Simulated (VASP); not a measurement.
Write the native input for VASP 6.6.1 that does the following.

```
Task                   : single point
Functional             : r2SCAN
Potentials or basis    : VASP PAW PBE potentials, release 64 (Mg_sv, O)
Cutoff                 : 920 eV
k mesh                 : 10 × 10 × 10
Occupations            : gaussian, width 0.05 eV
Spin                   : no spin polarisation
Dipole correction      : no
Further INCAR settings : ALGO = Normal; EDIFF = 1e-06; NBANDS = 15
```

MgO:

```
Mg O
1.0
     0.00000    2.18094    2.10211
     2.10211    0.00000    2.10211
     2.10211    2.18094    0.00000
Mg O
1 1
Direct
  0.00000 0.00000 0.00000
  0.50000 0.50000 0.50000
```

This cell differs from its parent crystal: strain +0.0375 x Voigt [0, 1, 0, 0, 0, 0].

One way to write it, as run:

POSCAR

```
MgO
1.0
    0.0000000000      2.1809377609      2.1021086852
    2.1021086852      0.0000000000      2.1021086852
    2.1021086852      2.1809377609      0.0000000000
Mg O
1 1
Direct
    0.0000000000      0.0000000000      0.0000000000
    0.5000000000      0.5000000000      0.5000000000
```

INCAR.step1

```
SYSTEM = MgO
PREC = Accurate ; ENCUT = 920
ISMEAR = 0 ; SIGMA = 0.05
LREAL = .False. ; LASPH = .True.
NELM = 120 ; NBANDS = 15
GGA = PE ; ALGO = Normal
EDIFF = 1E-5 ; LWAVE = .True.
LCHARG = .False. ; GGA_COMPAT = .False.
```

INCAR.step2

```
SYSTEM = MgO
PREC = Accurate ; ENCUT = 920
EDIFF = 1E-6 ; ISMEAR = 0
SIGMA = 0.05 ; LREAL = .False.
LASPH = .True. ; NELM = 120
ALGO = Normal ; ISIF = 2
LWAVE = .False. ; LCHARG = .False.
METAGGA = R2SCAN ; LMIXTAU = .True.
NBANDS = 15 ; ISTART = 1
GGA_COMPAT = .False.
```

KPOINTS

```
Automatic mesh
0
Gamma
  10 10 10
  0 0 0
```

Potentials or basis: VASP PAW PBE potentials, release 64 (Mg_sv, O).

The run is started by

```bash
$ cat potpaw_PBE.64/Mg_sv/POTCAR potpaw_PBE.64/O/POTCAR > POTCAR
$ cp INCAR.step1 INCAR
$ mpirun -np 1 vasp_std > vasp.out
$ cp INCAR.step2 INCAR
$ mpirun -np 1 vasp_std > vasp.out
```

Results of the run:

```yaml
Pressure: -4.7 GPa
Band_gap_on_the_k_mesh: 5.28 eV
```

Caveat: the cell differs from its parent crystal (strain +0.0375 x Voigt [0, 1, 0, 0, 0, 0]); the stress differs along the axes, from -9 to -3 GPa; the PAW data sets were made with another functional, which shifts forces and pressure a little.

Run time: 4.1 min on 1 thread of Intel(R) Xeon(R) Platinum 8259CL CPU @ 2.50GHz (Skylake/Cascade Lake), with other jobs on the host, peak memory 0.21 GiB.
